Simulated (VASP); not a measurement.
Crystal: Pt.

```xyz
1
Lattice="0.0000 1.9609 1.9609 1.9609 0.0000 1.9609 1.9609 1.9609 0.0000" Properties=species:S:1:pos:R:3 pbc="T T T"
Pt    0.0000    0.0000    0.0000
```

| Quantity | Value |
| --- | --- |
| Program | VASP 6.6.1 |
| Task | relaxation of cell and atoms |
| Functional | PBEsol |
| Dispersion | D3(BJ) |
| Potentials or basis | VASP PAW PBE potentials, release 64 (Pt) |
| Cutoff | 600 eV |
| k mesh | 12 × 12 × 12 |
| Occupations | fermi-dirac, width 0.05 eV |
| Spin | no spin polarisation |

At the start: pressure -9.0 GPa; volume 15.08 Å³/atom.

How do energy, volume and symmetry change on relaxing?

Over 4 steps the energy falls by 13.3 meV/atom and the volume is 14.62 Å³/atom (-3.0 %); space group Fm-3m (No. 225, to 0.05 Å).

The path:
| step | energy change (eV) | largest force (eV/Å) | pressure (GPa) | volume (Å³) |
| --- | --- | --- | --- | --- |
| 1 | 0.0000 | 0.0000 | -8.97 | 15.08 |
| 2 | 0.1279 | 0.0000 | 38.15 | 13.31 |
| 3 | -0.0133 | 0.0000 | -0.36 | 14.64 |
| 4 | -0.0133 | 0.0000 | -0.06 | 14.62 |

Final structure:
```
CELL_PARAMETERS angstrom
0.00000 1.94096 1.94096
1.94096 0.00000 1.94096
1.94096 1.94096 0.00000
ATOMIC_POSITIONS crystal
Pt 0.00000 0.00000 0.00000
```

Caveat: the PAW data sets were made with another functional, which shifts forces and pressure a little; pairwise dispersion overbinds metals, which lowers pressure and volume.
